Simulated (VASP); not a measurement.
# SrO (P6_3/mmc) in VASP: further runs

SrO is run at these levels: PBE; tasks: single point.

Program: VASP 6.6.1. These are calculated values, not measurements. Logs are shortened: lines on timing, memory, paths and dates and some standing lists are left out, and cuts for length are marked.

## 1. The cell of the first run

Symmetry: P6_3/mmc, No. 194, hexagonal system. The conventional cell has a = 4.203 Å, b = 4.203 Å, c = 5.079 Å, α = 90.00°, β = 90.00°, γ = 120.00°. Within 3.2 Å of Sr (site symmetry -6m2) lie 5 O at 2.43 to 2.54 Å. Within 3.2 Å of O (site symmetry -6m2) lie 5 Sr at 2.43 to 2.54 Å.

## 2. Single point, PBE (volume changed by -6%)

Contents of INCAR:

```
PREC = Accurate
ENCUT = 520
EDIFF = 1E-6
ISMEAR = 0
SIGMA = 0.01
LREAL = False
LASPH = True
NELM = 100
ALGO = Normal
ISIF = 2
LWAVE = False
LCHARG = True
GGA = PE
LELF = True
LVHAR = True
NBANDS = 24
```

Contents of KPOINTS:

```
Automatic mesh
0
Gamma
  6 6 4
```

Contents of POSCAR:

```
SrO
1.0
    4.2025484919      0.0000000000      0.0000000000
   -2.1012742459      3.6395137547      0.0000000000
    0.0000000000      0.0000000000      5.0788698154
Sr O
2 2
Direct
    0.3333333333      0.6666666667     -0.0625006792
    0.6666666667      0.3333333333      0.4374993208
    0.3333333333      0.6666666667      0.4375006792
    0.6666666667      0.3333333333      0.9375006792
```

Potentials or basis: VASP PAW PBE potentials, release 64 (Sr_sv, O).

Run with:

```bash
cat potpaw_PBE.64/Sr_sv/POTCAR potpaw_PBE.64/O/POTCAR > POTCAR
mpirun -np 1 vasp_std > vasp.out
```

OUTCAR:

```text
PREC = Accurate
   ENCUT = 520
   EDIFF = 1E-6
   ISMEAR = 0
   LREAL = False
   LASPH = True
   NELM = 100
   ISIF = 2
   GGA = PE

 ion  position               nearest neighbor table
   1  0.333  0.667  0.937-   4 2.43   4 2.43   4 2.43   3 2.54   3 2.54   2 3.51   2 3.51   2 3.51
                             2 3.51   2 3.51   2 3.51
   2  0.667  0.333  0.437-   3 2.43   3 2.43   3 2.43   4 2.54   4 2.54   1 3.51   1 3.51   1 3.51
                             1 3.51   1 3.51   1 3.51
   3  0.333  0.667  0.438-   2 2.43   2 2.43   2 2.43   1 2.54   1 2.54
   4  0.667  0.333  0.938-   1 2.43   1 2.43   1 2.43   2 2.54   2 2.54

  LATTYP: Found a hexagonal cell.
 ALAT       =     4.2025484919
 C/A-ratio  =     1.2085214068

  Lattice vectors:

 A1 = (   4.2025484919,   0.0000000000,   0.0000000000)
 A2 = (  -2.1012742459,   3.6395137547,   0.0000000000)
 A3 = (   0.0000000000,   0.0000000000,   5.0788698154)

Analysis of symmetry for initial positions (statically):
=====================================================================
 Subroutine PRICEL returns:
 Original cell was already a primitive cell.

 Routine SETGRP: Setting up the symmetry group for a
 hexagonal supercell.

 Subroutine GETGRP returns: Found 24 space group operations
 (whereof  6 operations were pure point group operations)
 out of a pool of 24 trial point group operations.

The static configuration has the point symmetry C_3v.
 The point group associated with its full space group is D_6h.

Analysis of symmetry for dynamics (positions and initial velocities):
=====================================================================
 Subroutine PRICEL returns:
 Original cell was already a primitive cell.

 Routine SETGRP: Setting up the symmetry group for a
 hexagonal supercell.

 Subroutine GETGRP returns: Found 24 space group operations
 (whereof  6 operations were pure point group operations)
 out of a pool of 24 trial point group operations.

The dynamic configuration has the point symmetry C_3v.
 The point group associated with its full space group is D_6h.

 Subroutine INISYM returns: Found 24 space group operations
 (whereof  6 operations are pure point group operations),
 and found     1 'primitive' translations

----------------------------------------------------------------------------------------

                                     Primitive cell

  volume of cell :      77.6825

  direct lattice vectors                    reciprocal lattice vectors
     4.202548492  0.000000000  0.000000000     0.237950853  0.137380989  0.000000000
    -2.101274246  3.639513755  0.000000000     0.000000000  0.274761978  0.000000000
     0.000000000  0.000000000  5.078869815     0.000000000  0.000000000  0.196894198

  length of vectors
     4.202548492  4.202548492  5.078869815     0.274761978  0.274761978  0.196894198

  position of ions in fractional coordinates (direct lattice)
     0.333333333  0.666666667  0.937499321
     0.666666667  0.333333333  0.437499321
     0.333333333  0.666666667  0.437500679
     0.666666667  0.333333333  0.937500679

  ion indices of the primitive-cell ions
   primitive index   ion index
                 1           1
                 2           2
                 3           3
                 4           4

----------------------------------------------------------------------------------------

 KPOINTS: Automatic mesh

Automatic generation of k-mesh.
 Grid dimensions read from file:
 generate k-points for:    6    6    4

 Generating k-lattice:

  Cartesian coordinates                     Fractional coordinates (reciprocal lattice)
     0.039658476  0.022896832  0.000000000     0.166666667  0.000000000  0.000000000
     0.000000000  0.045793663  0.000000000     0.000000000  0.166666667  0.000000000
     0.000000000  0.000000000  0.049223550     0.000000000  0.000000000  0.250000000

  Length of vectors
     0.045793663  0.045793663  0.049223550

  Shift w.r.t. Gamma in fractional coordinates (k-lattice)
     0.000000000  0.000000000  0.000000000

 Subroutine IBZKPT returns following result:
 ===========================================

 Found     21 irreducible k-points:

 Following reciprocal coordinates:
            Coordinates               Weight
  0.000000  0.000000  0.000000      1.000000
  0.166667  0.000000  0.000000      6.000000
  0.333333  0.000000  0.000000      6.000000
  0.500000 -0.000000  0.000000      3.000000
  0.166667  0.166667  0.000000      6.000000
  0.333333  0.166667  0.000000     12.000000
[... 13 lines left out ...]
  0.333333  0.166667  0.500000     12.000000
  0.333333  0.333333  0.500000      2.000000
   k-points           NKPTS =     21   k-points in BZ     NKDIM =     21   number of bands    NBANDS=     24
   number of dos      NEDOS =    301   number of ions     NIONS =      4
   total plane-waves  NPLWV =  40960
   dimension x,y,z NGX =    32 NGY =   32 NGZ =   40
   dimension x,y,z NGXF=    64 NGYF=   64 NGZF=   80
   ions per type =               2   2
   NGX,Y,Z   is equivalent  to a cutoff of  12.66, 12.66, 13.09 a.u.
   NGXF,Y,Z  is equivalent  to a cutoff of  25.32, 25.32, 26.19 a.u.
 SYSTEM =  unknown system
   PREC   = accura    normal or accurate (medium, high low for compatibility)
   ISTART =      0    job   : 0-new  1-cont  2-samecut
   ICHARG =      2    charge: 1-file 2-atom 10-const
   ISPIN  =      1    spin polarized calculation?
   LNONCOLLINEAR =      F non collinear calculations
   LSORBIT =      F    spin-orbit coupling
   LASPH  =      T    aspherical Exc in radial PAW
   ENCUT  =  520.0 eV  38.22 Ry    6.18 a.u.   7.81  7.81  9.44*2*pi/ulx,y,z
   NELM   =    100;   NELMIN=  2; NELMDL= -5     # of ELM steps
   EDIFF  = 0.1E-05   stopping-criterion for ELM
   LREAL  =      F    real-space projection
   EDIFFG = 0.1E-04   stopping-criterion for IOM
   NSW    =      0    number of steps for IOM
   IBRION =     -1    ionic relax: 0-MD 1-quasi-New 2-CG
   NFREE  =      0    steps in history (QN), initial steepest desc. (CG)
   ISIF   =      2    stress and relaxation
   ISYM   =      2    0-nonsym 1-usesym 2-fastsym
   POTIM  = 0.5000    time-step for ionic-motion
   TEBEG  =    0.0;   TEEND  =   0.0 temperature during run
   PSTRESS=    0.0 pullay stress
   NELECT =      32.0000    total number of electrons
   NUPDOWN=      -1.0000    fix difference up-down
   EMIN   =  10.00;   EMAX   =-10.00  energy-range for DOS
   EFERMI =   0.00;   METHOD = LEGACY
   ISMEAR =     0;   SIGMA  =   0.01  broadening in eV -4-tet -1-fermi 0-gaus
   EFERMI_NEDOS =   21; number of points for ismear=-14 and -15
   IALGO  =     38    algorithm
   IMIX   =      4    mixing-type and parameters
     AMIX     =   0.40;   BMIX     =  1.00
     AMIX_MAG =   1.60;   BMIX_MAG =  1.00
  volume/ion in A,a.u.               =      19.42       131.06
  Fermi-wavevector in a.u.,A,eV,Ry     =   1.218102  2.301880 20.187960  1.483773
  Thomas-Fermi vector in A             =   2.353400
   LORBIT       =      0    0 simple, 1 ext, 2 COOP (PROOUT), +10 PAW based schemes
   GGA     = PE    functional components
   LHFCALC =     F    Hartree Fock is set to
   AEXX    =    0.0000 exact exchange contribution
   IVDW    =     0    specifies the selected vdW correction
   LEPSILON=     F    determine dielectric tensor
   LRPA    =     F    only Hartree local field effects (RPA)
 non-spin polarized calculation
 Gauss-broadening in eV      SIGMA  =   0.01
  energy-cutoff  :      520.00
  volume of cell :       77.68
 maximum number of plane-waves:      2109
 NGX is ok and might be reduce to    32
   NGX = 15   NGY = 15   NGZ = 19

 number of electron      32.0000007 magnetization

 Free energy of the ion-electron system (eV)
  ---------------------------------------------------
  ext. energy  EPLUGINS =         0.00000000
  ---------------------------------------------------
  free energy    TOTEN  =       -23.81462106 eV

  energy without entropy =      -23.81462106  energy(sigma->0) =      -23.81462106

 E-fermi :   1.0609     XC(G=0):  -9.1541

 val. band max:        0.9562961452   @ k =   0.0000   0.0000   0.0000
 cond. band min:       3.7467838446   @ k =   0.0000   0.0000   0.0000
 fundamental gap:      2.7904876993
 Fermi energy:         1.0609227509

 k-point     1 :       0.0000    0.0000    0.0000
  band No.  band energies     occupation
      1     -31.2775      2.00000
      2     -31.0745      2.00000
      3     -14.1552      2.00000
      4     -14.1278      2.00000
      5     -13.9029      2.00000
      6     -13.4366      2.00000
[... 16 lines left out ...]
     23       9.8574      0.00000
     24      10.0558      0.00000

 k-point     2 :       0.1667    0.0000    0.0000
  band No.  band energies     occupation
      1     -31.2599      2.00000
      2     -31.0806      2.00000
      3     -14.6142      2.00000
      4     -14.5214      2.00000
      5     -13.8400      2.00000
      6     -13.4804      2.00000
[... 16 lines left out ...]
     23       9.6392      0.00000
     24       9.7474      0.00000

 k-point     3 :       0.3333    0.0000    0.0000
  band No.  band energies     occupation
      1     -31.2176      2.00000
      2     -31.1001      2.00000
      3     -15.1002      2.00000
      4     -14.9978      2.00000
      5     -13.6785      2.00000
      6     -13.5595      2.00000
[... 16 lines left out ...]
     23       9.5044      0.00000
     24      10.0253      0.00000

 k-point     4 :       0.5000   -0.0000    0.0000
  band No.  band energies     occupation
      1     -31.1868      2.00000
      2     -31.1193      2.00000
      3     -15.2798      2.00000
      4     -15.1793      2.00000
      5     -13.5960      2.00000
      6     -13.5498      2.00000
[... 16 lines left out ...]
     23       9.8817      0.00000
     24      10.0363      0.00000

 k-point     5 :       0.1667    0.1667    0.0000
  band No.  band energies     occupation
      1     -31.2295      2.00000
      2     -31.0939      2.00000
      3     -14.9859      2.00000
      4     -14.8991      2.00000
      5     -13.7259      2.00000
      6     -13.5682      2.00000
[... 16 lines left out ...]
     23       9.6994      0.00000
     24      10.0883      0.00000

 k-point     6 :       0.3333    0.1667    0.0000
  band No.  band energies     occupation
      1     -31.1870      2.00000
      2     -31.1192      2.00000
      3     -15.2494      2.00000
      4     -15.1811      2.00000
      5     -13.6692      2.00000
      6     -13.5510      2.00000
[... 16 lines left out ...]
     23       9.7258      0.00000
     24      10.0862      0.00000
[... 298 lines left out ...]
 k-point    18 :       0.5000   -0.0000    0.5000
  band No.  band energies     occupation
      1     -31.1509      2.00000
      2     -31.1509      2.00000
      3     -15.6354      2.00000
      4     -15.6354      2.00000
      5     -13.3541      2.00000
      6     -13.3541      2.00000
[... 16 lines left out ...]
     23      10.2306      0.00000
     24      10.2306      0.00000

 k-point    19 :       0.1667    0.1667    0.5000
  band No.  band energies     occupation
      1     -31.1601      2.00000
      2     -31.1601      2.00000
      3     -15.4003      2.00000
      4     -15.4003      2.00000
      5     -13.3447      2.00000
      6     -13.3447      2.00000
[... 16 lines left out ...]
     23       9.6311      0.00000
     24       9.6311      0.00000

 k-point    20 :       0.3333    0.1667    0.5000
  band No.  band energies     occupation
      1     -31.1509      2.00000
      2     -31.1509      2.00000
      3     -15.6257      2.00000
      4     -15.6257      2.00000
      5     -13.4096      2.00000
      6     -13.4096      2.00000
[... 16 lines left out ...]
     23      10.3957      0.00000
     24      10.3957      0.00000

 k-point    21 :       0.3333    0.3333    0.5000
  band No.  band energies     occupation
      1     -31.1478      2.00000
      2     -31.1478      2.00000
      3     -15.6850      2.00000
      4     -15.6850      2.00000
      5     -13.4707      2.00000
      6     -13.4707      2.00000
[... 16 lines left out ...]
     23      10.5342      0.00000
     24      10.5342      0.00000

------------------------ aborting loop because EDIFF is reached ----------------------------------------

  FORCE on cell =-STRESS in cart. coord.  units (eV):
  Direction    XX          YY          ZZ          XY          YZ          ZX
  --------------------------------------------------------------------------------------
  -------------------------------------------------------------------------------------
  Total        2.5756583      2.5756583      2.8063051      0.0000000      0.0000000      0.0000000
  in kB       53.1221513     53.1221513     57.8791692      0.0000000      0.0000000      0.0000000
  external PRESSURE =      54.7078239 kB  Pullay stress =       0.0000000 kB

 VOLUME and BASIS-vectors are now :
 -----------------------------------------------------------------------------
  energy-cutoff  :      520.00
  volume of cell :       77.68
      direct lattice vectors                 reciprocal lattice vectors
     4.202548492  0.000000000  0.000000000     0.237950853  0.137380989  0.000000000
    -2.101274246  3.639513755  0.000000000     0.000000000  0.274761978  0.000000000
     0.000000000  0.000000000  5.078869815     0.000000000  0.000000000  0.196894198

 POSITION                                       TOTAL-FORCE (eV/Angst)
 -----------------------------------------------------------------------------------
     -0.00000      2.42634      4.76144         0.000000     -0.000000     -0.000000
      2.10127      1.21317      2.22200        -0.000000      0.000000     -0.000000
     -0.00000      2.42634      2.22201        -0.000000      0.000000      0.000000
      2.10127      1.21317      4.76144         0.000000      0.000000      0.000000
 -----------------------------------------------------------------------------------
    total drift:                               -0.000000      0.000000     -0.016636

  FREE ENERGIE OF THE ION-ELECTRON SYSTEM (eV)
  ---------------------------------------------------
  free  energy   TOTEN  =       -23.8146210644 eV

  energy  without entropy=      -23.8146210644  energy(sigma->0) =      -23.81462106
```

Wall time 35 s (1 thread of Intel Xeon Platinum 8259CL at 2.50GHz (Skylake/Cascade Lake), shared host); peak memory 0.2 GiB.

Results:

| Property | Result |
| --- | --- |
| Free energy | -23.8146 eV |
| Pressure | 5.5 GPa |
| Band gap on the k mesh | 2.79 eV, direct |

Levels at points of the mesh, in eV from the valence-band top:
| k point | band 12 | band 13 | band 14 | band 15 | band 16 | band 17 | band 18 | band 19 | band 20 | band 21 |
| --- | --- | --- | --- | --- | --- | --- | --- | --- | --- | --- |
| (0.00, 0.00, 0.00) | -1.14 | -0.93 | -0.93 | -0.26 | 0.00 | 2.79 | 6.23 | 6.23 | 7.39 | 8.26 |
| (0.50, 0.00, 0.00) | -0.89 | -0.34 | -0.33 | -0.32 | -0.27 | 4.38 | 4.90 | 5.12 | 7.47 | 8.30 |
| (0.00, 0.00, 0.50) | -1.30 | -1.16 | -1.16 | -1.16 | -1.16 | 4.50 | 4.50 | 8.08 | 8.08 | 8.08 |
| (0.50, 0.00, 0.50) | -1.69 | -0.95 | -0.95 | -0.43 | -0.43 | 5.04 | 5.04 | 7.58 | 7.58 | 8.36 |

Caveat: the cell differs from its parent crystal (volume changed by -6%).

## 3. Single point, PBE (volume changed by -3%)

Contents of INCAR:

```
SYSTEM = SrO
ALGO = Normal
EDIFF = 1E-7
ENCUT = 520
GGA = PE
ISIF = 2
ISMEAR = 0
LASPH = .TRUE.
LCHARG = .FALSE.
LREAL = .FALSE.
LWAVE = .FALSE.
NBANDS = 24
NELM = 60
PREC = Accurate
SIGMA = 0.01
```

Contents of KPOINTS:

```
k-points
0
G
  6 6 4
  0 0 0
```

Contents of POSCAR:

```
SrO
1.0
    4.2467890956      0.0000000000      0.0000000000
   -2.1233945478      3.6778272413      0.0000000000
    0.0000000000      0.0000000000      5.1323355319
Sr O
2 2
Direct
    0.3333333333      0.6666666667     -0.0625006792
    0.6666666667      0.3333333333      0.4374993208
    0.3333333333      0.6666666667      0.4375006792
    0.6666666667      0.3333333333      0.9375006792
```

Potentials or basis: VASP PAW PBE potentials, release 64 (Sr_sv, O).

Run with:

```bash
cat potpaw_PBE.64/Sr_sv/POTCAR potpaw_PBE.64/O/POTCAR > POTCAR
mpirun -np 1 vasp_std > vasp.out
```

It took 40 s on 1 thread of Intel Xeon Platinum 8259CL at 2.50GHz (Skylake/Cascade Lake), shared host; peak memory 0.21 GiB.

It converged, with:

- Free energy: -23.8792 eV
- Pressure: 2.8 GPa
- Band gap on the k mesh: 2.69 eV, direct

Stress tensor (GPa, compression positive):
```
2.68 0.00 0.00
0.00 2.68 0.00
0.00 0.00 2.89
```

Levels at points of the mesh, in eV from the valence-band top:
| k point | band 14 | band 15 | band 16 | band 17 | band 18 | band 19 |
| --- | --- | --- | --- | --- | --- | --- |
| (0.00, 0.00, 0.00) | -0.90 | -0.31 | 0.00 | 2.69 | 6.16 | 6.16 |
| (0.50, 0.00, 0.00) | -0.35 | -0.34 | -0.27 | 4.33 | 4.85 | 5.08 |
| (0.00, 0.00, 0.50) | -1.11 | -1.11 | -1.11 | 4.39 | 4.39 | 7.93 |
| (0.50, 0.00, 0.50) | -0.91 | -0.43 | -0.43 | 4.97 | 4.97 | 7.45 |

Caveat: the cell differs from its parent crystal (volume changed by -3%).

## 4. Single point, PBE

This run uses another cell than the first one, of 20.66 Å³/atom, 1.064 times its volume.

Contents of INCAR:

```
SYSTEM = SrO
PREC = Accurate
ENCUT = 520
EDIFF = 1E-6
ISMEAR = 0
SIGMA = 0.01
LREAL = .FALSE.
LASPH = .TRUE.
NELM = 100
ALGO = Normal
ISIF = 2
LWAVE = .FALSE.
LCHARG = .FALSE.
GGA = PE
NBANDS = 24
```

Contents of KPOINTS:

```
Automatic mesh
0
G
  6 6 4
  0 0 0
```

Contents of POSCAR:

```
SrO
1.0
    4.2901266714      0.0000000000      0.0000000000
   -2.1450633357      3.7153586829      0.0000000000
    0.0000000000      0.0000000000      5.1847099200
Sr O
2 2
Direct
    0.3333333333      0.6666666667     -0.0625006792
    0.6666666667      0.3333333333      0.4374993208
    0.3333333333      0.6666666667      0.4375006792
    0.6666666667      0.3333333333      0.9375006792
```

Run with:

```bash
cat potpaw_PBE.64/Sr_sv/POTCAR potpaw_PBE.64/O/POTCAR > POTCAR
mpirun -np 1 vasp_std > vasp.out
```

Run time: 33 s. Hardware: 1 thread of Intel Xeon Platinum 8259CL at 2.50GHz (Skylake/Cascade Lake), shared host; peak memory 0.21 GiB.

The run converged. Its results:

* Free energy: -23.9050 eV
* Pressure: 0.4 GPa
* Band gap on the k mesh: 2.59 eV, direct

Levels at points of the mesh, in eV from the valence-band top:
| k point | band 12 | band 13 | band 14 | band 15 | band 16 | band 17 | band 18 | band 19 | band 20 | band 21 |
| --- | --- | --- | --- | --- | --- | --- | --- | --- | --- | --- |
| (0.00, 0.00, 0.00) | -1.02 | -0.88 | -0.88 | -0.36 | 0.00 | 2.59 | 6.09 | 6.09 | 7.03 | 7.96 |
| (0.50, 0.00, 0.00) | -0.84 | -0.37 | -0.37 | -0.34 | -0.26 | 4.28 | 4.81 | 5.04 | 7.03 | 7.96 |
| (0.00, 0.00, 0.50) | -1.23 | -1.06 | -1.06 | -1.06 | -1.06 | 4.29 | 4.29 | 7.78 | 7.78 | 7.78 |
| (0.50, 0.00, 0.50) | -1.61 | -0.87 | -0.87 | -0.43 | -0.43 | 4.90 | 4.90 | 7.32 | 7.32 | 8.04 |

## 5. Summary

```csv
cell,gap on the mesh (eV),pressure (GPa)
"a = 4.203, b = 4.203, c = 5.079 Å, angles 90.0, 90.0, 120.0°, 4 atoms",2.79,5.5
"a = 4.247, b = 4.247, c = 5.132 Å, angles 90.0, 90.0, 120.0°, 4 atoms",2.69,2.8
"a = 4.290, b = 4.290, c = 5.185 Å, angles 90.0, 90.0, 120.0°, 4 atoms",2.59,0.4
```

Alike in all rows: task single point; level PBE; potentials or basis VASP PAW PBE potentials, release 64 (Sr_sv, O); no spin polarisation; k mesh 6 × 6 × 4; cutoff (eV) 520; smearing gaussian 0.01 eV.

Absolute energies hang on the potentials; compare differences alone.
